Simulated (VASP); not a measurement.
## CoO: single point with PBE+U

Crystal: CoO.

```
CELL_PARAMETERS angstrom
1.43165 0.82657 2.32029
-1.43165 0.82657 2.32029
0.00000 -1.65313 2.32029
ATOMIC_POSITIONS crystal
Co 0.00000 0.00000 0.00000
O 0.50000 0.50000 0.50000
```

```
Program             : VASP 6.6.1
Task                : single point
Functional          : PBE
Potentials or basis : VASP PAW PBE potentials, release 64 (Co, O)
Cutoff              : 520 eV
k mesh              : 12 × 12 × 12
Occupations         : gaussian, width 0.02 eV
Spin                : no spin polarisation
Hubbard terms       : Co d U = 3.32 eV
```

| Property | Result |
| --- | --- |
| Pressure | 9.4 GPa |
| Band gap on the k mesh | zero (an odd number of electrons rules out a gap without spin polarisation) |

Stress tensor (GPa, compression positive):
```
 8.97  0.00  0.00
 0.00  8.97  0.00
 0.00  0.00 10.22
```

Levels at points of the mesh, in eV from the Fermi level:
| k point | band 5 | band 6 | band 7 | band 8 | band 9 | band 10 |
| --- | --- | --- | --- | --- | --- | --- |
| (0.00, 0.00, 0.00) | -3.44 | -3.44 | -3.40 | -1.26 | -1.26 | 2.14 |
| (0.50, 0.00, 0.00) | -2.21 | -2.17 | -1.69 | 1.95 | 1.97 | 5.62 |
| (0.50, 0.50, 0.00) | -4.71 | -1.94 | -1.94 | -0.70 | 0.08 | 7.54 |
| (0.50, 0.50, 0.50) | -2.18 | -2.18 | -1.66 | 1.98 | 1.98 | 5.55 |

Eigenvalues of the final occupation matrices:
```tsv
site	spin	trace	eigenvalues
site 1 d	1	3.76	0.43 0.43 0.96 0.96 0.96
site 1 d	2	3.76	0.43 0.43 0.96 0.96 0.96
```

Wall time 58 s on 1 thread of Intel Xeon 8259CL, on a shared host, peak memory 0.18 GiB.

Caveat: the cell stands under pressure; an odd number of electrons without spin polarisation forces a metal; a magnetic or distorted state may lie lower; the run has no spin polarisation, though such a crystal can be magnetic; U without spin polarisation on a metal has little footing. Spin polarisation is off, so any magnetic state and its effect on volume and gap are missing.
